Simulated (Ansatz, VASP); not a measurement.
Cu in VASP and in Ansatz

```
Cu
1.0
     0.00000   -1.80750   -1.80750
     0.00000    1.80750   -1.80750
     3.61500    0.00000    0.00000
Cu
2
Direct
  0.42665 0.50000 0.50000
  0.07335 0.00000 0.00000
```

Change from the starting cell: mode 4 (167.2 1/cm) frozen in, largest displacement +0.188 Å.

Alike in both runs: task single point; functional PBEsol; k mesh 18 × 18 × 14; occupations gaussian, width 0.15 eV; no spin polarisation.

```csv
,VASP,Ansatz
version,VASP 6.6.1,Ansatz 0.2.0
potentials or method,"VASP PAW PBE potentials, release 64 (Cu), cutoff 520 eV","scalar-relativistic, plane waves, PAW"
valence electrons in the cell,22,38
```

VASP gave:

```
gap on the k mesh at the Fermi level (eV)                     : none
pressure (GPa)                                                : -0.4
traceless stress, the component that is largest in VASP (GPa) : 5.75
rms of the force components (eV/Å)                            : 0.637
```

Question: Which values does Ansatz return?

Answer: gap on the k mesh at the Fermi level (eV): none; pressure (GPa): -1.6; traceless stress, the component that is largest in VASP (GPa): 5.74; rms of the force components (eV/Å): 0.634.

VASP's potentials were made for PBE, not for PBEsol. Atom by atom the forces differ by 0.003 eV/Å (rms over components). A gap of «none» marks a metal or a gap that the smearing closes. With one functional, cell and mesh, what is left measures potentials, basis and numerics. VASP's potentials hold 22 valence electrons a cell and Ansatz's 38, so a difference there can come from the potentials and not from the codes.
